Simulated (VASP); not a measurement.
GaSb:

```
CELL_PARAMETERS angstrom
0.00000 3.03847 3.03847
3.03847 0.00000 3.03847
3.03847 3.03847 0.00000
ATOMIC_POSITIONS crystal
Sb 0.75000 0.75000 0.75000
Ga 0.00000 0.00000 0.00000
```

Base run:

```yaml
Program: VASP 6.6.1
Functional: revPBE
Dispersion: D4
Potentials_or_basis: VASP PAW PBE potentials, release 64 (Sb, Ga_d)
Cutoff: 520 eV
k_mesh: 8 × 8 × 8
Occupations: fermi-dirac, width 0.05 eV
Spin: no spin polarisation
```

Its results: band gap on the k mesh 0.25 eV, direct; pressure 0.5 GPa.

Q: The run is repeated on the same cell with these changes: functional from revPBE to PBE. What comes out?

A: Band gap on the k mesh 0.18 eV, direct; pressure 1.0 GPa.

Caveats: spin-orbit coupling is left out, which moves the levels of the heavy elements; the PAW data sets were made with another functional, which shifts forces and pressure a little (some runs).

A k mesh can miss the band edges.
